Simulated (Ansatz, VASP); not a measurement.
One calculation of Ta, two programs

INCAR

```
ALGO = Normal
EDIFF = 1E-6
ENCUT = 520
GGA = CA
ISIF = 2
ISMEAR = -1
LASPH = True
LCHARG = True
LELF = True
LREAL = False
LVHAR = True
LWAVE = False
NBANDS = 12
NELM = 100
PREC = Accurate
SIGMA = 0.1
```

Contents of KPOINTS:

```
k-points
0
Gamma
  13 13 13
```

Contents of POSCAR:

```
Ta
1.0
    2.5718004957      0.0000000000      0.0000000000
    0.0000000000      2.5718004957      0.0000000000
    0.0000000000      0.0000000000      2.5718004957
Ta
1
Direct
    0.0000000000      0.0000000000      0.0000000000
```

Input for Ansatz:

```yaml
crystal:
  lattice:
    - [2.5718004957, 0.0, 0.0]
    - [0.0, 2.5718004957, 0.0]
    - [0.0, 0.0, 2.5718004957]
  atoms:
    - { symbol: Ta, position: [0.0, 0.0, 0.0] }
hamiltonian:
  xc: lda
  pseudopotentials:
    kind: paw
    azcp:
      Ta: "pseudopotentials/Ta.paw.azcp"
basis:
  ecutwfc: 420
  fft_grid_basis: typed
kpoints:
  mp_grid: { grid: [13, 13, 13], shift: [0, 0, 0] }
magnetization:
  spin_polarized: false
scf:
  occupations: { method: fermi_dirac, width: 0.1 }
  lower_state_search: "off"
output:
  stress: true
  write_density: true
  write_potential: true
  elf: true
  volumetric_format: npy
```

Alike in both runs: task single point; functional LDA; k mesh 13 × 13 × 13; occupations fermi-dirac, width 0.1 eV; no spin polarisation.

```csv
,VASP,Ansatz
version,VASP 6.6.1,Ansatz 0.2.0
potentials or method,"VASP PAW LDA potentials, release 64 (Ta_pv), cutoff 520 eV","plane waves (420 eV) with PAW, scalar-relativistic"
valence electrons in the cell,11,13
```

```tsv
	VASP	Ansatz	Ansatz less VASP
pressure (GPa)	27.9	26.8	-1.15
```

Ansatz warns that its potentials were made for another functional, while VASP's fit it. LDA's correlation is that of Perdew and Zunger in VASP and of Perdew and Wang (1992) in Ansatz. VASP's potentials hold 11 valence electrons a cell and Ansatz's 13, so a difference there can come from the potentials and not from the codes.

Spin-orbit coupling is off throughout.
